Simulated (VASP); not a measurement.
# NaF (Fm-3m) in VASP: a series of runs

NaF is run at these levels: r2SCAN; tasks: single point, relaxation of cell and atoms.

Everything below comes from runs of VASP 6.6.1. Logs are shortened: lines on timing, memory, paths and dates and some standing lists are left out, and cuts for length are marked.

### Step 1. The cell of the first run

It takes space group Fm-3m (No. 225, cubic). The conventional cell has a = 4.593 Å, b = 4.593 Å, c = 4.593 Å, α = 90.00°, β = 90.00°, γ = 90.00°. Na (site symmetry m-3m) has 6 F at 2.30 Å within 3.0 Å. F (site symmetry m-3m) has 6 Na at 2.30 Å within 3.0 Å.

### Step 2. Single point, r2SCAN

File POSCAR:

```
NaF
1.0
    0.0000000000      2.2967467569      2.2967467569
    2.2967467569      0.0000000000      2.2967467569
    2.2967467569      2.2967467569      0.0000000000
Na F
1 1
Direct
    0.0000000000      0.0000000000      0.0000000000
    0.5000000000      0.5000000000      0.5000000000
```

File INCAR.step1:

```
  PREC = Accurate
  ENCUT = 520
  ISMEAR = -1
  SIGMA = 0.02
  LREAL = F
  LASPH = T
  NELM = 100
  NBANDS = 14
  GGA = PE
  ALGO = Normal
  EDIFF = 1E-4
  LWAVE = T
  LCHARG = F
```

File INCAR.step2:

```
  PREC = Accurate
  ENCUT = 520
  EDIFF = 1E-6
  ISMEAR = -1
  SIGMA = 0.02
  LREAL = F
  LASPH = T
  NELM = 100
  ALGO = Normal
  ISIF = 2
  LWAVE = F
  LCHARG = T
  METAGGA = R2SCAN
  LMIXTAU = T
  LELF = T
  LVHAR = T
  NBANDS = 14
  ISTART = 1
```

File KPOINTS:

```
regular mesh
0
Gamma
  9 9 9
```

Potentials or basis: VASP PAW PBE potentials, release 64 (Na_pv, F).

The run is started by

```
cat potpaw_PBE.64/Na_pv/POTCAR potpaw_PBE.64/F/POTCAR > POTCAR
cp INCAR.step1 INCAR
mpirun -np 1 vasp_std > vasp.out
cp INCAR.step2 INCAR
mpirun -np 1 vasp_std > vasp.out
```

OUTCAR:

```text
PREC = Accurate
   ENCUT = 520
   EDIFF = 1E-6
   ISMEAR = -1
   LREAL = F
   LASPH = T
   NELM = 100
   ISIF = 2
   METAGGA = R2SCAN
   ISTART = 1

 ion  position               nearest neighbor table
   1  0.000  0.000  0.000-   2 2.30   2 2.30   2 2.30   2 2.30   2 2.30   2 2.30
   2  0.500  0.500  0.500-   1 2.30   1 2.30   1 2.30   1 2.30   1 2.30   1 2.30

  LATTYP: Found a face centered cubic cell.
 ALAT       =     4.5934935138

  Lattice vectors:

 A1 = (   0.0000000000,   2.2967467569,   2.2967467569)
 A2 = (   2.2967467569,   0.0000000000,   2.2967467569)
 A3 = (   2.2967467569,   2.2967467569,   0.0000000000)

Analysis of symmetry for initial positions (statically):
=====================================================================
 Subroutine PRICEL returns:
 Original cell was already a primitive cell.

 Routine SETGRP: Setting up the symmetry group for a
 face centered cubic supercell.

 Subroutine GETGRP returns: Found 48 space group operations
 (whereof 48 operations were pure point group operations)
 out of a pool of 48 trial point group operations.

The static configuration has the point symmetry O_h .

Analysis of symmetry for dynamics (positions and initial velocities):
=====================================================================
 Subroutine PRICEL returns:
 Original cell was already a primitive cell.

 Routine SETGRP: Setting up the symmetry group for a
 face centered cubic supercell.

 Subroutine GETGRP returns: Found 48 space group operations
 (whereof 48 operations were pure point group operations)
 out of a pool of 48 trial point group operations.

The dynamic configuration has the point symmetry O_h .

 Subroutine INISYM returns: Found 48 space group operations
 (whereof 48 operations are pure point group operations),
 and found     1 'primitive' translations

----------------------------------------------------------------------------------------

                                     Primitive cell

  volume of cell :      24.2309

  direct lattice vectors                    reciprocal lattice vectors
     0.000000000  2.296746757  2.296746757    -0.217699230  0.217699230  0.217699230
     2.296746757  0.000000000  2.296746757     0.217699230 -0.217699230  0.217699230
     2.296746757  2.296746757  0.000000000     0.217699230  0.217699230 -0.217699230

  length of vectors
     3.248090413  3.248090413  3.248090413     0.377066127  0.377066127  0.377066127

  position of ions in fractional coordinates (direct lattice)
     0.000000000  0.000000000  0.000000000
     0.500000000  0.500000000  0.500000000

  ion indices of the primitive-cell ions
   primitive index   ion index
                 1           1
                 2           2

----------------------------------------------------------------------------------------

 KPOINTS: regular mesh

Automatic generation of k-mesh.
 Grid dimensions read from file:
 generate k-points for:    9    9    9

 Generating k-lattice:

  Cartesian coordinates                     Fractional coordinates (reciprocal lattice)
    -0.024188803  0.024188803  0.024188803     0.111111111  0.000000000  0.000000000
     0.024188803 -0.024188803  0.024188803     0.000000000  0.111111111  0.000000000
     0.024188803  0.024188803 -0.024188803     0.000000000  0.000000000  0.111111111

  Length of vectors
     0.041896236  0.041896236  0.041896236

  Shift w.r.t. Gamma in fractional coordinates (k-lattice)
     0.000000000  0.000000000  0.000000000

 Subroutine IBZKPT returns following result:
 ===========================================

 Found     35 irreducible k-points:

 Following reciprocal coordinates:
            Coordinates               Weight
  0.000000  0.000000  0.000000      1.000000
  0.111111  0.000000  0.000000      8.000000
  0.222222  0.000000  0.000000      8.000000
  0.333333  0.000000  0.000000      8.000000
  0.444444  0.000000  0.000000      8.000000
  0.111111  0.111111  0.000000      6.000000
[... 16 lines left out ...]
 -0.333333  0.333333  0.000000     12.000000
  0.444444  0.444444  0.000000      6.000000
 [... further k-points ...]
   k-points           NKPTS =     35   k-points in BZ     NKDIM =     35   number of bands    NBANDS=     14
   number of dos      NEDOS =    301   number of ions     NIONS =      2
   total plane-waves  NPLWV =  13824
   dimension x,y,z NGX =    24 NGY =   24 NGZ =   24
   dimension x,y,z NGXF=    48 NGYF=   48 NGZF=   48
   ions per type =               1   1
   NGX,Y,Z   is equivalent  to a cutoff of  12.28, 12.28, 12.28 a.u.
   NGXF,Y,Z  is equivalent  to a cutoff of  24.57, 24.57, 24.57 a.u.
 SYSTEM =  unknown system
   PREC   = accura    normal or accurate (medium, high low for compatibility)
   ISTART =      1    job   : 0-new  1-cont  2-samecut
   ICHARG =      0    charge: 1-file 2-atom 10-const
   ISPIN  =      1    spin polarized calculation?
   LNONCOLLINEAR =      F non collinear calculations
   LSORBIT =      F    spin-orbit coupling
   LASPH  =      T    aspherical Exc in radial PAW
   ENCUT  =  520.0 eV  38.22 Ry    6.18 a.u.   6.04  6.04  6.04*2*pi/ulx,y,z
   NELM   =    100;   NELMIN=  2; NELMDL=  0     # of ELM steps
   EDIFF  = 0.1E-05   stopping-criterion for ELM
   LREAL  =      F    real-space projection
   EDIFFG = 0.1E-04   stopping-criterion for IOM
   NSW    =      0    number of steps for IOM
   IBRION =     -1    ionic relax: 0-MD 1-quasi-New 2-CG
   NFREE  =      0    steps in history (QN), initial steepest desc. (CG)
   ISIF   =      2    stress and relaxation
   ISYM   =      2    0-nonsym 1-usesym 2-fastsym
   POTIM  = 0.5000    time-step for ionic-motion
   TEBEG  =    0.0;   TEEND  =   0.0 temperature during run
   PSTRESS=    0.0 pullay stress
   NELECT =      14.0000    total number of electrons
   NUPDOWN=      -1.0000    fix difference up-down
   EMIN   =  10.00;   EMAX   =-10.00  energy-range for DOS
   EFERMI =   0.00;   METHOD = LEGACY
   ISMEAR =    -1;   SIGMA  =   0.02  broadening in eV -4-tet -1-fermi 0-gaus
   EFERMI_NEDOS =   21; number of points for ismear=-14 and -15
   IALGO  =     38    algorithm
   IMIX   =      4    mixing-type and parameters
     AMIX     =   0.40;   BMIX     =  1.00
     AMIX_MAG =   1.60;   BMIX_MAG =  1.00
  volume/ion in A,a.u.               =      12.12        81.76
  Fermi-wavevector in a.u.,A,eV,Ry     =   1.363519  2.576677 25.295720  1.859183
  Thomas-Fermi vector in A             =   2.489914
   LORBIT       =      0    0 simple, 1 ext, 2 COOP (PROOUT), +10 PAW based schemes
   METAGGA = R2SCAN    functional components
   LHFCALC =     F    Hartree Fock is set to
   AEXX    =    0.0000 exact exchange contribution
   IVDW    =     0    specifies the selected vdW correction
   LEPSILON=     F    determine dielectric tensor
   LRPA    =     F    only Hartree local field effects (RPA)
 non-spin polarized calculation
  energy-cutoff  :      520.00
  volume of cell :       24.23
 maximum number of plane-waves:       663
   NGX = 13   NGY = 13   NGZ = 13

 number of electron      13.9999993 magnetization

 Free energy of the ion-electron system (eV)
  ---------------------------------------------------
  ext. energy  EPLUGINS =         0.00000000
  ---------------------------------------------------
  free energy    TOTEN  =       -12.60307803 eV

  energy without entropy =      -12.60307803  energy(sigma->0) =      -12.60307803

 E-fermi :  -2.1520     XC(G=0):  -9.9127

 val. band max:       -2.6114103046   @ k =   0.0000   0.0000   0.0000
 cond. band min:       4.7139397938   @ k =   0.0000   0.0000   0.0000
 fundamental gap:      7.3253500984
 Fermi energy:        -2.1519808459

 k-point     1 :       0.0000    0.0000    0.0000
  band No.  band energies     occupation
      1     -22.9518      2.00000
      2     -22.0331      2.00000
      3     -22.0326      2.00000
      4     -22.0326      2.00000
      5      -2.6115      2.00000
      6      -2.6114      2.00000
      7      -2.6114      2.00000
      8       4.7139      0.00000
      9      17.3658      0.00000
     10      17.3658      0.00000
     11      17.3658      0.00000
     12      20.0787      0.00000
     13      22.7184      0.00000
     14      22.7184      0.00000

 k-point     2 :       0.1111    0.0000    0.0000
  band No.  band energies     occupation
      1     -23.0158      2.00000
      2     -22.0344      2.00000
      3     -22.0340      2.00000
      4     -21.9523      2.00000
      5      -2.8461      2.00000
      6      -2.6448      2.00000
      7      -2.6448      2.00000
      8       5.1547      0.00000
      9      15.8307      0.00000
     10      17.5899      0.00000
     11      17.5899      0.00000
     12      21.9237      0.00000
     13      22.3548      0.00000
     14      22.3548      0.00000

 k-point     3 :       0.2222    0.0000    0.0000
  band No.  band energies     occupation
      1     -23.1451      2.00000
      2     -22.0379      2.00000
      3     -22.0375      2.00000
      4     -21.7810      2.00000
      5      -3.3688      2.00000
      6      -2.7283      2.00000
      7      -2.7282      2.00000
      8       6.2700      0.00000
      9      13.9355      0.00000
     10      18.1634      0.00000
     11      18.1636      0.00000
     12      21.7665      0.00000
     13      21.7666      0.00000
     14      23.4519      0.00000
[... 324 lines left out ...]
 k-point    23 :      -0.3333    0.3333    0.0000
  band No.  band energies     occupation
      1     -23.0730      2.00000
      2     -22.1343      2.00000
      3     -22.0625      2.00000
      4     -21.7232      2.00000
      5      -3.6554      2.00000
      6      -3.5402      2.00000
      7      -2.9710      2.00000
      8      10.6086      0.00000
      9      11.7784      0.00000
     10      14.4187      0.00000
     11      18.5703      0.00000
     12      19.1060      0.00000
     13      23.7272      0.00000
     14      27.0723      0.00000

 k-point    24 :       0.4444    0.4444    0.0000
  band No.  band energies     occupation
      1     -22.7581      2.00000
      2     -22.1181      2.00000
      3     -22.0861      2.00000
      4     -22.0858      2.00000
      5      -3.9016      2.00000
      6      -3.0155      2.00000
      7      -3.0155      2.00000
      8      10.8447      0.00000
      9      11.4886      0.00000
     10      13.3954      0.00000
     11      18.8221      0.00000
     12      18.8223      0.00000
     13      23.1074      0.00000
     14      27.2258      0.00000

 [... further k-points ...]

------------------------ aborting loop because EDIFF is reached ----------------------------------------

  FORCE on cell =-STRESS in cart. coord.  units (eV):
  Direction    XX          YY          ZZ          XY          YZ          ZX
  --------------------------------------------------------------------------------------
  -------------------------------------------------------------------------------------
  Total       -0.1231554     -0.1231554     -0.1231554      0.0000000      0.0000000      0.0000000
  in kB       -8.1431941     -8.1431941     -8.1431941      0.0000000      0.0000000      0.0000000
  external PRESSURE =      -8.1431941 kB  Pullay stress =       0.0000000 kB

 VOLUME and BASIS-vectors are now :
 -----------------------------------------------------------------------------
  energy-cutoff  :      520.00
  volume of cell :       24.23
      direct lattice vectors                 reciprocal lattice vectors
     0.000000000  2.296746757  2.296746757    -0.217699230  0.217699230  0.217699230
     2.296746757  0.000000000  2.296746757     0.217699230 -0.217699230  0.217699230
     2.296746757  2.296746757  0.000000000     0.217699230  0.217699230 -0.217699230

 POSITION                                       TOTAL-FORCE (eV/Angst)
 -----------------------------------------------------------------------------------
      0.00000      0.00000      0.00000        -0.000000     -0.000000     -0.000000
      2.29675      2.29675      2.29675         0.000000      0.000000      0.000000
 -----------------------------------------------------------------------------------
    total drift:                                0.000000     -0.000000      0.000000

  FREE ENERGIE OF THE ION-ELECTRON SYSTEM (eV)
  ---------------------------------------------------
  free  energy   TOTEN  =       -12.6030780305 eV

  energy  without entropy=      -12.6030780305  energy(sigma->0) =      -12.60307803
```

Wall time 13 s (1 thread of Intel Xeon 6975P-C (Granite Rapids), shared host); peak memory 0.14 GiB.

What came out:

* Free energy: -12.6031 eV
* Pressure: -0.8 GPa
* Band gap on the k mesh: 7.33 eV

Levels at points of the mesh, in eV from the valence-band top:
| k point | band 3 | band 4 | band 5 | band 6 | band 7 | band 8 | band 9 | band 10 | band 11 | band 12 |
| --- | --- | --- | --- | --- | --- | --- | --- | --- | --- | --- |
| (0.00, 0.00, 0.00) | -19.42 | -19.42 | 0.00 | 0.00 | 0.00 | 7.33 | 19.98 | 19.98 | 19.98 | 22.69 |

Caveat: the PAW data sets were made with another functional, which shifts forces and pressure a little; an odd mesh through Γ misses points on the zone boundary, where band edges can lie.

(Continued in part 2 of 2.)
